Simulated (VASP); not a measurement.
Pt, 2 atoms in the cell. The typed cell holds 2 atoms: a = 3.473 Å, b = 3.473 Å, c = 3.671 Å, α = 90.00°, β = 90.00°, γ = 134.72°. 

```yaml
Program: VASP 6.6.1
Task: single point
Functional: LDA
Potentials_or_basis: VASP PAW LDA potentials, release 64 (Pt)
Cutoff: 520 eV
k_mesh: 14 × 14 × 10
Occupations: fermi-dirac, width 0.1 eV
Spin: no spin polarisation
Dipole_correction: no
Further_INCAR_settings: ALGO = Normal; EDIFF = 1e-06; NBANDS = 17
```

Potentials or basis: VASP PAW LDA potentials, release 64 (Pt).

Command:

```sh
$ cat potpaw_LDA.64/Pt/POTCAR > POTCAR
$ mpirun -np 1 vasp_std > vasp.out
```

Hardware: 1 thread of AMD EPYC 7R13 Processor (Zen 3), with other jobs on the host.

Problem. How long does it take, and how much memory?

Solution. It took 2.9 min on 1 thread of AMD EPYC 7R13 Processor (Zen 3), on a shared host, peak memory 0.31 GiB. Counts: scf iterations 11, k points 534.
